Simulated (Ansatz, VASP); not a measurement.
## One calculation of La, two programs

```
La
1.0
     3.66126    0.00000    0.00000
    -1.83063    3.17075    0.00000
     0.00000    0.00000   11.99190
La
4
Cartesian
  0.0000 0.0000 0.0000
  0.0000 0.0000 5.9959
  0.0000 2.1138 2.9980
  1.8306 1.0569 8.9939
```

Alike in both runs: task single point; functional PBEsol; k mesh 12 × 12 × 4; occupations gaussian, width 0.15 eV; no spin polarisation.

```csv
,VASP,Ansatz
version,VASP 6.6.1,Ansatz 0.2.0
potentials or method,"VASP PAW PBE potentials, release 64 (La), cutoff 520 eV","scalar-relativistic, plane waves, PAW"
valence electrons in the cell,44,44
```

VASP gave:

| Item | Value |
| --- | --- |
| gap on the k mesh at the Fermi level (eV) | none |
| pressure (GPa) | -0.5 |
| traceless stress, the component that is largest in VASP (GPa) | -0.68 |

Q: Which values does Ansatz return?

A: gap on the k mesh at the Fermi level (eV): none; pressure (GPa): -0.6; traceless stress, the component that is largest in VASP (GPa): -0.68.

VASP's potentials were made for PBE, not for PBEsol. A gap of «none» marks a metal or a gap that the smearing closes.

Spin-orbit coupling is off throughout.
